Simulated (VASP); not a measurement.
# CuSi16 (a cell with a defect) in VASP: single point with PBE

Aim: the single point of CuSi16 (a cell with a defect) with PBE.

Everything below comes from runs of VASP 6.6.1. Logs are shortened: lines on timing, memory, paths and dates and some standing lists are left out, and cuts for length are marked.

## Step 1: The cell of the first run

The cell holds a defect, 17 atoms: a = 7.679 Å, b = 7.679 Å, c = 7.679 Å, α = 60.00°, β = 60.00°, γ = 60.00°.

## Step 2: Single point, PBE

Contents of INCAR:

```
SYSTEM = CuSi16
PREC = Accurate
ENCUT = 520
EDIFF = 1E-6
ISMEAR = 0
SIGMA = 0.02
LREAL = Auto
LASPH = .True.
NELM = 60
ALGO = Normal
ISIF = 2
LWAVE = .False.
LCHARG = .True.
GGA = PE
LELF = .True.
LVHAR = .True.
NBANDS = 52
NELECT = 74.0
```

Contents of KPOINTS:

```
Automatic mesh
0
Gamma
  2 2 2
  0 0 0
```

Contents of POSCAR:

```
CuSi16
1.0
    0.0000000000      5.4300000000      5.4300000000
    5.4300000000      0.0000000000      5.4300000000
    5.4300000000      5.4300000000      0.0000000000
Si Cu
16 1
Direct
    0.0021461326      0.0022360037     -0.0163306630
    0.1226051565      0.1228248619      0.1172572744
   -0.0002188766     -0.0000404236      0.4903122468
    0.1257098527      0.1258288214      0.6121818600
   -0.0052523020      0.5016324125     -0.0033561694
    0.1296740331      0.6304383057      0.1223756906
   -0.0030090239      0.4980530387      0.4945948435
    0.1149420810      0.6272288214      0.6219050645
    0.5014485267     -0.0050201657     -0.0033636280
    0.6303365562      0.1298446593      0.1223573665
    0.4979204420     -0.0028377532      0.4945661142
    0.6270537753      0.1151204420      0.6219057090
    0.5114115101      0.5115172192      0.0108402394
    0.6268706262      0.6271221915      0.1511667587
    0.4897451197      0.4899279926      0.5212953959
    0.6243096685      0.6244814917      0.6345534991
    0.3699637201      0.3701342541      0.9227255985
```

Potentials or basis: VASP PAW PBE potentials, release 64 (Si, Cu).

Command:

```bash
$ cat potpaw_PBE.64/Si/POTCAR potpaw_PBE.64/Cu/POTCAR > POTCAR
$ mpirun -np 1 vasp_std > vasp.out
```

OUTCAR:

```text
SYSTEM = CuSi16
   PREC = Accurate
   ENCUT = 520
   EDIFF = 1E-6
   ISMEAR = 0
   LREAL = Auto
   LASPH = .True.
   NELM = 60
   ISIF = 2
   GGA = PE
   NELECT = 74.0

 ion  position               nearest neighbor table
   1  0.002  0.002  0.984-   4 2.33   6 2.33  10 2.33   2 2.35
   2  0.123  0.123  0.117-   3 2.34   1 2.35   5 2.38   9 2.38  17 2.72
   3  1.000  1.000  0.490-  12 2.34   8 2.34   2 2.34   4 2.34
   4  0.126  0.126  0.612-   1 2.33  11 2.33   7 2.33   3 2.34
   5  0.995  0.502  0.997-  14 2.32   8 2.35   2 2.38  17 2.38   6 2.44
   6  0.130  0.630  0.122-   1 2.33   7 2.34  13 2.40   5 2.44  17 2.51
   7  0.997  0.498  0.495-   4 2.33   6 2.34  16 2.34   8 2.35
   8  0.115  0.627  0.622-   3 2.34   7 2.35   5 2.35  15 2.36
   9  0.501  0.995  0.997-  14 2.32  12 2.35   2 2.38  17 2.38  10 2.44
  10  0.630  0.130  0.122-   1 2.33  11 2.34  13 2.40   9 2.44  17 2.51
  11  0.498  0.997  0.495-   4 2.33  10 2.34  16 2.34  12 2.35
  12  0.627  0.115  0.622-   3 2.34  11 2.35   9 2.35  15 2.36
  13  0.511  0.512  0.011-  14 2.33  17 2.34  16 2.37  10 2.40   6 2.40
  14  0.627  0.627  0.151-   9 2.32   5 2.32  15 2.33  13 2.33
  15  0.490  0.490  0.521-  14 2.33   8 2.36  12 2.36  16 2.40  17 2.52
  16  0.624  0.624  0.635-  11 2.34   7 2.34  13 2.37  15 2.40  17 2.77
  17  0.370  0.370  0.923-  13 2.34   9 2.38   5 2.38   6 2.51  10 2.51  15 2.52   2 2.72  16 2.77

  LATTYP: Found a face centered cubic cell.
 ALAT       =    10.8600000000

  Lattice vectors:

 A1 = (   0.0000000000,   5.4300000000,   5.4300000000)
 A2 = (   5.4300000000,   0.0000000000,   5.4300000000)
 A3 = (   5.4300000000,   5.4300000000,   0.0000000000)

Analysis of symmetry for initial positions (statically):
=====================================================================
 Subroutine PRICEL returns:
 Original cell was already a primitive cell.

 Routine SETGRP: Setting up the symmetry group for a
 face centered cubic supercell.

 Subroutine GETGRP returns: Found  1 space group operations
 (whereof  1 operations were pure point group operations)
 out of a pool of 48 trial point group operations.

The static configuration has the point symmetry C_1 .

Analysis of symmetry for dynamics (positions and initial velocities):
=====================================================================
 Subroutine PRICEL returns:
 Original cell was already a primitive cell.

 Routine SETGRP: Setting up the symmetry group for a
 face centered cubic supercell.

 Subroutine GETGRP returns: Found  1 space group operations
 (whereof  1 operations were pure point group operations)
 out of a pool of 48 trial point group operations.

The dynamic configuration has the point symmetry C_1 .

 Subroutine INISYM returns: Found  1 space group operations
 (whereof  1 operations are pure point group operations),
 and found     1 'primitive' translations

----------------------------------------------------------------------------------------

                                     Primitive cell

  volume of cell :     320.2060

  direct lattice vectors                    reciprocal lattice vectors
     0.000000000  5.430000000  5.430000000    -0.092081031  0.092081031  0.092081031
     5.430000000  0.000000000  5.430000000     0.092081031 -0.092081031  0.092081031
     5.430000000  5.430000000  0.000000000     0.092081031  0.092081031 -0.092081031

  length of vectors
     7.679179644  7.679179644  7.679179644     0.159489025  0.159489025  0.159489025

  position of ions in fractional coordinates (direct lattice)
     0.002146133  0.002236004  0.983669337
     0.122605157  0.122824862  0.117257274
     0.999781123  0.999959576  0.490312247
     0.125709853  0.125828821  0.612181860
     0.994747698  0.501632413  0.996643831
     0.129674033  0.630438306  0.122375691
[... 9 lines left out ...]
     0.624309668  0.624481492  0.634553499
     0.369963720  0.370134254  0.922725599

  ion indices of the primitive-cell ions
   primitive index   ion index
                 1           1
                 2           2
                 3           3
                 4           4
                 5           5
                 6           6
[... 9 lines left out ...]
                16          16
                17          17

----------------------------------------------------------------------------------------

 KPOINTS: Automatic mesh

Automatic generation of k-mesh.
 Grid dimensions read from file:
 generate k-points for:    2    2    2

 Generating k-lattice:

  Cartesian coordinates                     Fractional coordinates (reciprocal lattice)
    -0.046040516  0.046040516  0.046040516     0.500000000  0.000000000  0.000000000
     0.046040516 -0.046040516  0.046040516     0.000000000  0.500000000  0.000000000
     0.046040516  0.046040516 -0.046040516     0.000000000  0.000000000  0.500000000

  Length of vectors
     0.079744512  0.079744512  0.079744512

  Shift w.r.t. Gamma in fractional coordinates (k-lattice)
     0.000000000  0.000000000  0.000000000

 Subroutine IBZKPT returns following result:
 ===========================================

 Found      8 irreducible k-points:

 Following reciprocal coordinates:
            Coordinates               Weight
  0.000000  0.000000  0.000000      1.000000
  0.500000  0.000000  0.000000      1.000000
  0.000000  0.500000  0.000000      1.000000
  0.000000  0.000000  0.500000      1.000000
  0.500000  0.500000  0.500000      1.000000
  0.500000  0.500000  0.000000      1.000000
  0.000000  0.500000  0.500000      1.000000
  0.500000  0.000000  0.500000      1.000000
   k-points           NKPTS =      8   k-points in BZ     NKDIM =      8   number of bands    NBANDS=     52
   number of dos      NEDOS =    301   number of ions     NIONS =     17
   total plane-waves  NPLWV = 216000
   dimension x,y,z NGX =    60 NGY =   60 NGZ =   60
   dimension x,y,z NGXF=   120 NGYF=  120 NGZF=  120
   ions per type =              16   1
   NGX,Y,Z   is equivalent  to a cutoff of  12.99, 12.99, 12.99 a.u.
   NGXF,Y,Z  is equivalent  to a cutoff of  25.98, 25.98, 25.98 a.u.
 SYSTEM =  CuSi16
   PREC   = accura    normal or accurate (medium, high low for compatibility)
   ISTART =      0    job   : 0-new  1-cont  2-samecut
   ICHARG =      2    charge: 1-file 2-atom 10-const
   ISPIN  =      1    spin polarized calculation?
   LNONCOLLINEAR =      F non collinear calculations
   LSORBIT =      F    spin-orbit coupling
   LASPH  =      T    aspherical Exc in radial PAW
   ENCUT  =  520.0 eV  38.22 Ry    6.18 a.u.  14.28 14.28 14.28*2*pi/ulx,y,z
   NELM   =     60;   NELMIN=  2; NELMDL= -5     # of ELM steps
   EDIFF  = 0.1E-05   stopping-criterion for ELM
   LREAL  =      T    real-space projection
   EDIFFG = 0.1E-04   stopping-criterion for IOM
   NSW    =      0    number of steps for IOM
   IBRION =     -1    ionic relax: 0-MD 1-quasi-New 2-CG
   NFREE  =      0    steps in history (QN), initial steepest desc. (CG)
   ISIF   =      2    stress and relaxation
   ISYM   =      2    0-nonsym 1-usesym 2-fastsym
   POTIM  = 0.5000    time-step for ionic-motion
   TEBEG  =    0.0;   TEEND  =   0.0 temperature during run
   PSTRESS=    0.0 pullay stress
   NELECT =      74.0000    total number of electrons
   NUPDOWN=      -1.0000    fix difference up-down
   EMIN   =  10.00;   EMAX   =-10.00  energy-range for DOS
   EFERMI =   0.00;   METHOD = LEGACY
   ISMEAR =     0;   SIGMA  =   0.02  broadening in eV -4-tet -1-fermi 0-gaus
   EFERMI_NEDOS =   21; number of points for ismear=-14 and -15
   IALGO  =     38    algorithm
   IMIX   =      4    mixing-type and parameters
     AMIX     =   0.40;   BMIX     =  1.00
     AMIX_MAG =   1.60;   BMIX_MAG =  1.00
  volume/ion in A,a.u.               =      18.84       127.11
  Fermi-wavevector in a.u.,A,eV,Ry     =   1.004636  1.898488 13.732283  1.009294
  Thomas-Fermi vector in A             =   2.137265
   LORBIT       =      0    0 simple, 1 ext, 2 COOP (PROOUT), +10 PAW based schemes
   GGA     = PE    functional components
   LHFCALC =     F    Hartree Fock is set to
   AEXX    =    0.0000 exact exchange contribution
   IVDW    =     0    specifies the selected vdW correction
   LEPSILON=     F    determine dielectric tensor
   LRPA    =     F    only Hartree local field effects (RPA)
 non-spin polarized calculation
 Gauss-broadening in eV      SIGMA  =   0.02
  energy-cutoff  :      520.00
  volume of cell :      320.21
 maximum number of plane-waves:      8646
 NGX is ok and might be reduce to    60
   NGX = 29   NGY = 29   NGZ = 29

 number of electron      73.9999996 magnetization

 Free energy of the ion-electron system (eV)
  ---------------------------------------------------
  ext. energy  EPLUGINS =         0.00000000
  ---------------------------------------------------
  free energy    TOTEN  =       -94.21846529 eV

  energy without entropy =      -94.21846529  energy(sigma->0) =      -94.21846529

 E-fermi :   6.3740     XC(G=0):  -9.6083

 val. band max:        6.2545836067   @ k =   0.0000   0.0000   0.0000
 cond. band min:       6.5181610064   @ k =   0.0000   0.0000   0.0000
 fundamental gap:      0.2635773997
 Fermi energy:         6.3740205987

 k-point     1 :       0.0000    0.0000    0.0000
  band No.  band energies     occupation
      1      -5.8949      2.00000
      2      -3.5386      2.00000
      3      -3.5125      2.00000
      4      -3.4810      2.00000
      5      -3.4674      2.00000
      6      -2.0360      2.00000
[... 41 lines left out ...]
     48       8.4643      0.00000
     49       8.6646      0.00000

 k-point     2 :       0.5000    0.0000    0.0000
  band No.  band energies     occupation
      1      -5.2136      2.00000
      2      -4.9480      2.00000
      3      -3.2985      2.00000
      4      -3.2652      2.00000
      5      -3.1612      2.00000
      6      -3.0373      2.00000
[... 304 lines left out ...]
 k-point     8 :       0.5000    0.0000    0.5000
  band No.  band energies     occupation
      1      -4.9340      2.00000
      2      -4.7190      2.00000
      3      -3.8719      2.00000
      4      -3.7795      2.00000
      5      -3.7462      2.00000
      6      -3.7383      2.00000
[... 41 lines left out ...]
     48      10.4895      0.00000
     49      10.5163      0.00000
 [bands above 49 left out]

------------------------ aborting loop because EDIFF is reached ----------------------------------------

  FORCE on cell =-STRESS in cart. coord.  units (eV):
  Direction    XX          YY          ZZ          XY          YZ          ZX
  --------------------------------------------------------------------------------------
  -------------------------------------------------------------------------------------
  Total       -1.5231165     -1.5247685     -2.1436064     -0.3699419      0.1814016      0.1872760
  in kB       -7.6210397     -7.6293057    -10.7257120     -1.8510349      0.9076581      0.9370510
  external PRESSURE =      -8.6586858 kB  Pullay stress =       0.0000000 kB

 VOLUME and BASIS-vectors are now :
 -----------------------------------------------------------------------------
  energy-cutoff  :      520.00
  volume of cell :      320.21
      direct lattice vectors                 reciprocal lattice vectors
     0.000000000  5.430000000  5.430000000    -0.092081031  0.092081031  0.092081031
     5.430000000  0.000000000  5.430000000     0.092081031 -0.092081031  0.092081031
     5.430000000  5.430000000  0.000000000     0.092081031  0.092081031 -0.092081031

 POSITION                                       TOTAL-FORCE (eV/Angst)
 -----------------------------------------------------------------------------------
      5.35347      5.35298      0.02380        -0.002037     -0.002773      0.008750
      1.30365      1.30245      1.33268         0.001649      0.003767      0.000014
      8.09218      8.09121     10.85859         0.002756      0.003133      0.000186
      4.00740      4.00675      1.36586        -0.000997     -0.002563      0.007400
      8.13564     10.81326      8.12534         0.013833     -0.009035     -0.006670
      4.08778      1.36863      4.12741         0.002486      0.000762     -0.002902
[... 9 lines left out ...]
      6.83656      6.83563      6.78094        -0.004891     -0.004420     -0.002263
      7.02023      7.01930      4.01873        -0.008420     -0.009916     -0.007200
 -----------------------------------------------------------------------------------
    total drift:                                0.002787      0.005019     -0.011710

  FREE ENERGIE OF THE ION-ELECTRON SYSTEM (eV)
  ---------------------------------------------------
  free  energy   TOTEN  =       -94.2184652942 eV

  energy  without entropy=      -94.2184652942  energy(sigma->0) =      -94.21846529
```

Wall time 4.5 min (1 thread of AMD EPYC 9R45 (Zen 5), shared host); peak memory 0.46 GiB.

What came out:

* Free energy: -94.2185 eV
* Largest force: 0.018 eV/Å

Forces in eV/Å, atoms in the order of the input:
```
Si  -0.002 -0.003  0.009
Si   0.002  0.004  0.000
Si   0.003  0.003  0.000
Si  -0.001 -0.003  0.007
Si   0.014 -0.009 -0.007
Si   0.002  0.001 -0.003
Si   0.000  0.002 -0.001
Si  -0.003  0.005  0.003
Si  -0.009  0.013 -0.007
Si  -0.002  0.003 -0.004
Si   0.002  0.000 -0.001
Si   0.006 -0.003  0.004
Si   0.008  0.006  0.004
Si  -0.003 -0.002 -0.003
Si  -0.003 -0.003  0.007
Si  -0.005 -0.004 -0.002
Cu  -0.008 -0.010 -0.007
```

Caveat: the k points lie up to 0.50 Å⁻¹ apart; the cell carries a net charge on a neutralising background, which shifts energy and pressure; the cell is charged against a uniform background, so pressure and absolute levels hang on convention.
